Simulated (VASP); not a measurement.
Runs of VASP 6.6.1 on KI. The structure is tetragonal, space group I4/mmm (No. 139). The conventional cell has a = 5.012 Å, b = 5.012 Å, c = 6.805 Å, α = 90.00°, β = 90.00°, γ = 90.00°. Within 4.5 Å of K (site symmetry 4/mmm) lie 6 I at 3.40 to 3.54 Å. Within 4.5 Å of I (site symmetry 4/mmm) lie 6 K at 3.40 to 3.54 Å. 

```tsv
level	k mesh	smearing	grid for exact exchange (PRECFOCK)	screening parameter	gap on the mesh (eV)	pressure (GPa)
r2SCAN	6 × 6 × 6	gaussian 0.01 eV	-	-	4.67	0.7
HSE06	4 × 4 × 4	gaussian 0.01 eV	Normal	0.2079 1/Å	(a)	0.9
PBE	4 × 4 × 4	gaussian 0.01 eV	-	-	4.02	1.1
PBE	6 × 6 × 6	fermi-dirac 0.02 eV	-	-	4.02	1.1
```

Alike in all rows: task single point; potentials or basis VASP PAW PBE potentials, release 64 (K_sv, I); no spin polarisation; cell as given; cutoff (eV) 520.

Estimate the missing entries.

(a) 5.02.

Caveats: spin-orbit coupling is left out, which moves the levels of the heavy elements; the PAW data sets were made with another functional, which shifts forces and pressure a little (some runs).

A k mesh can miss the band edges, and the runs leave out spin-orbit coupling on I.
